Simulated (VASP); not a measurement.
# CdSe (Fm-3m) in VASP: notebook

CdSe is run at these levels: PBEsol; tasks: single point.

All numbers are computed with VASP 6.6.1; they aren't measurements. Logs are shortened: lines on timing, memory, paths and dates and some standing lists are left out, and cuts for length are marked.

### 1 The cell of the first run

It takes space group Fm-3m (No. 225, cubic). The conventional cell has a = 5.632 Å, b = 5.632 Å, c = 5.632 Å, α = 90.00°, β = 90.00°, γ = 90.00°. Within 3.7 Å of Cd (site symmetry m-3m) lie 6 Se at 2.82 Å. Within 3.7 Å of Se (site symmetry m-3m) lie 6 Cd at 2.82 Å.

### 2 Single point, PBEsol (volume scaled by 0.9405)

The input, INCAR:

```
SYSTEM = CdSe
ALGO     = Normal         ! electronic algorithm
EDIFF    = 1E-6           ! SCF threshold, eV
ENCUT    = 520            ! plane-wave cutoff, eV
GGA      = PS             ! functional
ISIF     = 2              ! what is computed and relaxed
ISMEAR   = -1             ! smearing method
LASPH    = .TRUE.         ! aspherical terms in the spheres
LCHARG   = .TRUE.         ! write CHGCAR
LELF     = .TRUE.         ! ELF
LREAL    = .FALSE.        ! projectors in reciprocal space
LVHAR    = .TRUE.       
LWAVE    = .FALSE.        ! write WAVECAR
NBANDS   = 16             ! bands
NELM     = 100            ! most SCF steps
PREC     = Accurate       ! precision mode
SIGMA    = 0.05           ! smearing width, eV
```

The input, KPOINTS:

```
k-points
0
G
  11 11 11
  0 0 0
```

The input, POSCAR:

```
CdSe
1.0
    0.0000000000      2.8157884101      2.8157884101
    2.8157884101      0.0000000000      2.8157884101
    2.8157884101      2.8157884101      0.0000000000
Cd Se
1 1
Direct
    0.0000000000      0.0000000000      0.0000000000
    0.5000000000      0.5000000000      0.5000000000
```

Potentials or basis: VASP PAW PBE potentials, release 64 (Cd, Se).

Run with:

```console
$ cat potpaw_PBE.64/Cd/POTCAR potpaw_PBE.64/Se/POTCAR > POTCAR
$ mpirun -np 1 vasp_std > vasp.out
```

OUTCAR:

```text
SYSTEM = CdSe
   EDIFF = 1E-6
   ENCUT = 520
   GGA = PS
   ISIF = 2
   ISMEAR = -1
   LASPH = .TRUE.
   LREAL = .FALSE.
   NELM = 100
   PREC = Accurate

 ion  position               nearest neighbor table
   1  0.000  0.000  0.000-   2 2.82   2 2.82   2 2.82   2 2.82   2 2.82   2 2.82
   2  0.500  0.500  0.500-   1 2.82   1 2.82   1 2.82   1 2.82   1 2.82   1 2.82

  LATTYP: Found a face centered cubic cell.
 ALAT       =     5.6315768202

  Lattice vectors:

 A1 = (   0.0000000000,   2.8157884101,   2.8157884101)
 A2 = (   2.8157884101,   0.0000000000,   2.8157884101)
 A3 = (   2.8157884101,   2.8157884101,   0.0000000000)

Analysis of symmetry for initial positions (statically):
=====================================================================
 Subroutine PRICEL returns:
 Original cell was already a primitive cell.

 Routine SETGRP: Setting up the symmetry group for a
 face centered cubic supercell.

 Subroutine GETGRP returns: Found 48 space group operations
 (whereof 48 operations were pure point group operations)
 out of a pool of 48 trial point group operations.

The static configuration has the point symmetry O_h .

Analysis of symmetry for dynamics (positions and initial velocities):
=====================================================================
 Subroutine PRICEL returns:
 Original cell was already a primitive cell.

 Routine SETGRP: Setting up the symmetry group for a
 face centered cubic supercell.

 Subroutine GETGRP returns: Found 48 space group operations
 (whereof 48 operations were pure point group operations)
 out of a pool of 48 trial point group operations.

The dynamic configuration has the point symmetry O_h .

 Subroutine INISYM returns: Found 48 space group operations
 (whereof 48 operations are pure point group operations),
 and found     1 'primitive' translations

----------------------------------------------------------------------------------------

                                     Primitive cell

  volume of cell :      44.6509

  direct lattice vectors                    reciprocal lattice vectors
     0.000000000  2.815788410  2.815788410    -0.177570161  0.177570161  0.177570161
     2.815788410  0.000000000  2.815788410     0.177570161 -0.177570161  0.177570161
     2.815788410  2.815788410  0.000000000     0.177570161  0.177570161 -0.177570161

  length of vectors
     3.982126158  3.982126158  3.982126158     0.307560540  0.307560540  0.307560540

  position of ions in fractional coordinates (direct lattice)
     0.000000000  0.000000000  0.000000000
     0.500000000  0.500000000  0.500000000

  ion indices of the primitive-cell ions
   primitive index   ion index
                 1           1
                 2           2

----------------------------------------------------------------------------------------

 KPOINTS: k-points

Automatic generation of k-mesh.
 Grid dimensions read from file:
 generate k-points for:   11   11   11

 Generating k-lattice:

  Cartesian coordinates                     Fractional coordinates (reciprocal lattice)
    -0.016142742  0.016142742  0.016142742     0.090909091  0.000000000  0.000000000
     0.016142742 -0.016142742  0.016142742     0.000000000  0.090909091  0.000000000
     0.016142742  0.016142742 -0.016142742     0.000000000  0.000000000  0.090909091

  Length of vectors
     0.027960049  0.027960049  0.027960049

  Shift w.r.t. Gamma in fractional coordinates (k-lattice)
     0.000000000  0.000000000  0.000000000

 Subroutine IBZKPT returns following result:
 ===========================================

 Found     56 irreducible k-points:

 Following reciprocal coordinates:
            Coordinates               Weight
  0.000000  0.000000  0.000000      1.000000
  0.090909  0.000000  0.000000      8.000000
  0.181818  0.000000  0.000000      8.000000
  0.272727  0.000000  0.000000      8.000000
  0.363636  0.000000  0.000000      8.000000
  0.454545  0.000000  0.000000      8.000000
[... 16 lines left out ...]
 -0.272727  0.181818  0.000000     24.000000
 -0.181818  0.181818  0.000000     12.000000
 [... further k-points ...]
   k-points           NKPTS =     56   k-points in BZ     NKDIM =     56   number of bands    NBANDS=     16
   number of dos      NEDOS =    301   number of ions     NIONS =      2
   total plane-waves  NPLWV =  27000
   dimension x,y,z NGX =    30 NGY =   30 NGZ =   30
   dimension x,y,z NGXF=    60 NGYF=   60 NGZF=   60
   ions per type =               1   1
   NGX,Y,Z   is equivalent  to a cutoff of  12.52, 12.52, 12.52 a.u.
   NGXF,Y,Z  is equivalent  to a cutoff of  25.05, 25.05, 25.05 a.u.
 SYSTEM =  CdSe
   PREC   = accura    normal or accurate (medium, high low for compatibility)
   ISTART =      0    job   : 0-new  1-cont  2-samecut
   ICHARG =      2    charge: 1-file 2-atom 10-const
   ISPIN  =      1    spin polarized calculation?
   LNONCOLLINEAR =      F non collinear calculations
   LSORBIT =      F    spin-orbit coupling
   LASPH  =      T    aspherical Exc in radial PAW
   ENCUT  =  520.0 eV  38.22 Ry    6.18 a.u.   7.40  7.40  7.40*2*pi/ulx,y,z
   NELM   =    100;   NELMIN=  2; NELMDL= -5     # of ELM steps
   EDIFF  = 0.1E-05   stopping-criterion for ELM
   LREAL  =      F    real-space projection
   EDIFFG = 0.1E-04   stopping-criterion for IOM
   NSW    =      0    number of steps for IOM
   IBRION =     -1    ionic relax: 0-MD 1-quasi-New 2-CG
   NFREE  =      0    steps in history (QN), initial steepest desc. (CG)
   ISIF   =      2    stress and relaxation
   ISYM   =      2    0-nonsym 1-usesym 2-fastsym
   POTIM  = 0.5000    time-step for ionic-motion
   TEBEG  =    0.0;   TEEND  =   0.0 temperature during run
   PSTRESS=    0.0 pullay stress
   NELECT =      18.0000    total number of electrons
   NUPDOWN=      -1.0000    fix difference up-down
   EMIN   =  10.00;   EMAX   =-10.00  energy-range for DOS
   EFERMI =   0.00;   METHOD = LEGACY
   ISMEAR =    -1;   SIGMA  =   0.05  broadening in eV -4-tet -1-fermi 0-gaus
   EFERMI_NEDOS =   21; number of points for ismear=-14 and -15
   IALGO  =     38    algorithm
   IMIX   =      4    mixing-type and parameters
     AMIX     =   0.40;   BMIX     =  1.00
     AMIX_MAG =   1.60;   BMIX_MAG =  1.00
  volume/ion in A,a.u.               =      22.33       150.66
  Fermi-wavevector in a.u.,A,eV,Ry     =   1.209360  2.285359 19.899227  1.462552
  Thomas-Fermi vector in A             =   2.344940
   LORBIT       =      0    0 simple, 1 ext, 2 COOP (PROOUT), +10 PAW based schemes
   GGA     = PS    functional components
   LHFCALC =     F    Hartree Fock is set to
   AEXX    =    0.0000 exact exchange contribution
   IVDW    =     0    specifies the selected vdW correction
   LEPSILON=     F    determine dielectric tensor
   LRPA    =     F    only Hartree local field effects (RPA)
 non-spin polarized calculation
  energy-cutoff  :      520.00
  volume of cell :       44.65
 maximum number of plane-waves:      1243
 NGX is ok and might be reduce to    30
   NGX = 15   NGY = 15   NGZ = 15

 number of electron      17.9999992 magnetization

 Free energy of the ion-electron system (eV)
  ---------------------------------------------------
  ext. energy  EPLUGINS =         0.00000000
  ---------------------------------------------------
  free energy    TOTEN  =        -5.99317704 eV

  energy without entropy =       -5.98921372  energy(sigma->0) =       -5.99119538

 E-fermi :   2.7326     XC(G=0): -10.4835

 val. band max:        2.6814650227   @ k =  -0.1818   0.1818   0.0000
 cond. band min:       2.9008008239   @ k =   0.0000   0.0000   0.0000
 fundamental gap:      0.2193358012
 Fermi energy:         2.7325575326

 k-point     1 :       0.0000    0.0000    0.0000
  band No.  band energies     occupation
      1     -10.6217      2.00000
      2      -5.3141      2.00000
      3      -5.3141      2.00000
      4      -5.2941      2.00000
      5      -5.2941      2.00000
      6      -5.2941      2.00000
[... 8 lines left out ...]
     15      12.6784      0.00000
     16      12.6784      0.00000

 k-point     2 :       0.0909    0.0000    0.0000
  band No.  band energies     occupation
      1     -10.5540      2.00000
      2      -5.3350      2.00000
      3      -5.3350      2.00000
      4      -5.3007      2.00000
      5      -5.2827      2.00000
      6      -5.2827      2.00000
[... 8 lines left out ...]
     15      12.1764      0.00000
     16      12.4820      0.00000

 k-point     3 :       0.1818    0.0000    0.0000
  band No.  band energies     occupation
      1     -10.3620      2.00000
      2      -5.3943      2.00000
      3      -5.3943      2.00000
      4      -5.3232      2.00000
      5      -5.2475      2.00000
      6      -5.2475      2.00000
[... 8 lines left out ...]
     15      12.3986      0.00000
     16      12.3986      0.00000

 k-point     4 :       0.2727    0.0000    0.0000
  band No.  band energies     occupation
      1     -10.0822      2.00000
      2      -5.4706      2.00000
      3      -5.4706      2.00000
      4      -5.3688      2.00000
      5      -5.2003      2.00000
      6      -5.2003      2.00000
[... 8 lines left out ...]
     15      13.1853      0.00000
     16      13.1853      0.00000
[... 324 lines left out ...]
 k-point    22 :      -0.3636    0.1818    0.0000
  band No.  band energies     occupation
      1      -9.6150      2.00000
      2      -5.5410      2.00000
      3      -5.4784      2.00000
      4      -5.3455      2.00000
      5      -5.1435      2.00000
      6      -5.0838      2.00000
[... 8 lines left out ...]
     15      14.2795      0.00000
     16      15.2090      0.00000

 k-point    23 :      -0.2727    0.1818    0.0000
  band No.  band energies     occupation
      1      -9.7875      2.00000
      2      -5.5376      2.00000
      3      -5.4826      2.00000
      4      -5.3340      2.00000
      5      -5.1827      2.00000
      6      -5.1061      2.00000
[... 8 lines left out ...]
     15      14.4532      0.00000
     16      16.4984      0.00000

 k-point    24 :      -0.1818    0.1818    0.0000
  band No.  band energies     occupation
      1     -10.0192      2.00000
      2      -5.5046      2.00000
      3      -5.4493      2.00000
      4      -5.3299      2.00000
      5      -5.2201      2.00000
      6      -5.1517      2.00000
[... 8 lines left out ...]
     15      14.2569      0.00000
     16      15.0830      0.00000

 [... further k-points ...]
[... 5 lines left out ...]
  --------------------------------------------------------------------------------------
  -------------------------------------------------------------------------------------
  Total        0.0861793      0.0861793      0.0861793     -0.0000000     -0.0000000      0.0000000
  in kB        3.0923144      3.0923144      3.0923144     -0.0000000     -0.0000000      0.0000000
  external PRESSURE =       3.0923144 kB  Pullay stress =       0.0000000 kB

 VOLUME and BASIS-vectors are now :
 -----------------------------------------------------------------------------
  energy-cutoff  :      520.00
  volume of cell :       44.65
      direct lattice vectors                 reciprocal lattice vectors
     0.000000000  2.815788410  2.815788410    -0.177570161  0.177570161  0.177570161
     2.815788410  0.000000000  2.815788410     0.177570161 -0.177570161  0.177570161
     2.815788410  2.815788410  0.000000000     0.177570161  0.177570161 -0.177570161

 POSITION                                       TOTAL-FORCE (eV/Angst)
 -----------------------------------------------------------------------------------
      0.00000      0.00000      0.00000         0.000000      0.000000     -0.000000
      2.81579      2.81579      2.81579         0.000000      0.000000      0.000000
 -----------------------------------------------------------------------------------
    total drift:                               -0.000000      0.000000      0.000000

  FREE ENERGIE OF THE ION-ELECTRON SYSTEM (eV)
  ---------------------------------------------------
  free  energy   TOTEN  =        -5.9931770447 eV

  energy  without entropy=       -5.9892137215  energy(sigma->0) =       -5.99119538
```

It took 48 s on 1 thread of AMD EPYC 7R43 (Zen 3), shared host; peak memory 0.14 GiB.

What came out:

```
Free energy            : -5.9932 eV
Pressure               : 0.3 GPa
Band gap on the k mesh : zero (band 9 reaches 2.68 eV, above the bottom of band 10 at 2.24 eV)
```

Levels at points of the mesh, in eV from the Fermi level:
```csv
k point,band 5,band 6,band 7,band 8,band 9,band 10,band 11,band 12,band 13,band 14
"(0.00, 0.00, 0.00)",-8.03,-8.03,-0.76,-0.76,-0.76,0.17,8.58,8.58,8.58,9.92
```

Caveat: the PAW data sets were made with another functional, which shifts forces and pressure a little.

[end of part 1 of 2]
